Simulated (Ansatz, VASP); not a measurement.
**One calculation of HfBr, two programs**

```xyz
2
Lattice="1.5722 -3.0385 0.0000 1.5722 3.0385 0.0000 0.0000 0.0000 4.7342" Properties=species:S:1:pos:R:3 pbc="T T T"
Hf    0.0000    0.0000    2.3671
Br    1.5722    0.0000    0.0000
```

Alike in both runs: functional PBE; k mesh 6 × 6 × 4; occupations gaussian, width 0.1 eV; no spin polarisation.

Ansatz relaxed the structure, and its values are those at the end. VASP's run is a single point on that final structure, the one shown.

```csv
,VASP,Ansatz
version,VASP 6.6.1,Ansatz 0.2.0
potentials or method,"VASP PAW PBE potentials, release 64 (Hf_pv, Br), cutoff 520 eV","scalar-relativistic, plane waves, PAW"
valence electrons in the cell,17,33
```

VASP gave:

```
gap on the k mesh at the Fermi level (eV) : none
pressure (GPa)                            : -0.4
```

What did Ansatz give for the same quantities?

gap on the k mesh at the Fermi level (eV): none; pressure (GPa): 0.0.

A gap of «none» marks a metal or a gap that the smearing closes. The functional is the same, so the differences come from potentials, cutoffs and numerics. VASP's potentials hold 17 valence electrons a cell and Ansatz's 33, so a difference there can come from the potentials and not from the codes.

The k mesh is coarse, so the values compare programs but aren't converged. Spin-orbit coupling is off throughout.
